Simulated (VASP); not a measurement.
Runs of VASP 6.6.1 on GaRh3C. The structure is that of space group Pm-3m (No. 221), or close to it. The cells are those of the table. 

| task | cell | k mesh | cutoff (eV) | smearing | gap on the mesh (eV) | pressure (GPa) | relaxed volume (Å³/atom) |
| --- | --- | --- | --- | --- | --- | --- | --- |
| relaxation of cell and atoms | relaxed from a = 3.995 Å, 5 atoms | 10 × 10 × 10 | 600 | gaussian 0.1 eV | none | 0.0 | 12.74 |
| single point | a = 3.995 Å, 5 atoms | 10 × 10 × 10 | 520 | fermi-dirac 0.15 eV | none | 0.1 | - |
| relaxation of cell and atoms | relaxed from a = 3.993 Å, 5 atoms | 10 × 10 × 10 | 600 | fermi-dirac 0.15 eV | none | 0.0 | 12.75 |
| single point | a = 3.842 Å, 5 atoms | 6 × 6 × 6 | 520 | gaussian 0.1 eV | none | (a) | - |
| single point | a = 3.995 Å, 5 atoms | 6 × 6 × 6 | 520 | gaussian 0.1 eV | none | (b) | - |
| single point | a = 3.993 Å, 5 atoms | 10 × 10 × 10 | 520 | gaussian 0.1 eV | none | 0.2 | - |
| relaxation of cell and atoms | relaxed from a = 3.842 Å, 5 atoms | 6 × 6 × 6 | 600 | gaussian 0.1 eV | none | -0.5 | 12.76 |

Alike in all rows: level PBEsol; potentials or basis VASP PAW PBE potentials, release 64 (Ga_d, Rh_pv, C); no spin polarisation.

Task: Estimate the missing entries.

Result: (a) 38.4; (b) -0.1.

Caveats: the PAW data sets were made with another functional, which shifts forces and pressure a little.

A k mesh can miss the band edges, and the runs leave out spin-orbit coupling on Ga, Rh.

A gap of «none» marks levels without a gap at the run's occupations.
